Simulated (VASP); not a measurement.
Set up this calculation in VASP 6.6.1, as the native input.

- Task: single point
- Functional: LDA
- Potentials or basis: VASP PAW LDA potentials, release 64 (Ru_pv, S)
- Cutoff: 500 eV
- k mesh: 6 × 3 × 4
- Occupations: gaussian, width 0.05 eV
- Spin: non-collinear spin, twin_end start, moments held on the sites
- Starting moments: [[0.0, 0.0, 0.7], [0.0, 0.0, 0.7], [-0.0, -0.0, -0.05], [-0.0, -0.0, -0.05], [-0.0, -0.0, -0.05], [-0.0, -0.0, -0.05]] μB
- Hubbard terms: Ru d U = 4.0 eV
- Dipole correction: no
- Constraint on the moments (I_CONSTRAINED_M): 2
- Penalty LAMBDA: 10
- Further INCAR settings: ALGO = Normal; EDIFF = 1e-06; NBANDS = 68; ISYM = -1; AMIX = 0.2; BMIX = 0.0001

The structure of RuS2 lies in POSCAR:

```
RuS2
1.0
    3.1102166100     -1.9066246500      0.0000000000
    6.2204332200      3.8132493000      0.0000000000
   -0.0030620500      0.0000000000      4.3860576300
Ru S
2 4
Direct
    0.0000000000      0.0000000000      0.0000000000
    0.0000000000      0.5000000000      0.0000000000
    0.6879000000      0.3439500000      0.2889000000
    0.3121000000      0.1560500000      0.7111000000
    0.6879000000      0.8439500000      0.2889000000
    0.3121000000      0.6560500000      0.7111000000
```

One way to write it, as run:

INCAR

```
SYSTEM = RuS2
PREC = Accurate
ENCUT = 500
EDIFF = 1E-6
ISMEAR = 0
SIGMA = 0.05
LREAL = .FALSE.
LASPH = .TRUE.
NELM = 200
ALGO = Normal
ISIF = 2
LWAVE = .FALSE.
LCHARG = .FALSE.
LNONCOLLINEAR = .TRUE.
MAGMOM = 0 0 0.7 0 0 0.7 0 0 -0.05 0 0 -0.05 0 0 -0.05 0 0 -0.05
LORBIT = 11
I_CONSTRAINED_M = 2
LAMBDA = 10
M_CONSTR = 0 0 1 0 0 1 0 0 0 0 0 0 0 0 0 0 0 0
RWIGS = 1.46 1.05
ISYM = -1
AMIX = 0.2
BMIX = 1E-4
AMIX_MAG = 0.8
BMIX_MAG = 1E-4
LMAXMIX = 4
LDAU = .TRUE.
LDAUTYPE = 2
LDAUL = 2 -1
LDAUU = 4 0
LDAUJ = 0 0
LDAUPRINT = 1
NBANDS = 68
GGA_COMPAT = .FALSE.
KPAR = 4
```

KPOINTS

```
Automatic mesh
0
G
  6 3 4
  0 0 0
```

Potentials or basis: VASP PAW LDA potentials, release 64 (Ru_pv, S).

Command:

```console
$ cat potpaw_LDA.64/Ru_pv/POTCAR potpaw_LDA.64/S/POTCAR > POTCAR
$ mpirun -np 4 vasp_ncl > vasp.out
```

Results of the run:

- Largest force: 1.385 eV/Å
- Band gap on the k mesh: zero (bands 52 and 53 overlap by 0.88 eV)
- Net moment: 3.23 μB per cell
- Valence electrons inside the program's atomic spheres: Ru 12.45; S 3.61

Caveat: moments held by a penalty; forces of over 1 eV/Å act on the atoms, so gaps and moduli don't describe the material at rest.

Wall time 24 min on 4 MPI ranks on Intel(R) Xeon(R) Platinum 8259CL CPU @ 2.50GHz (Skylake/Cascade Lake) (shared host), peak memory 0.81 GiB a rank.
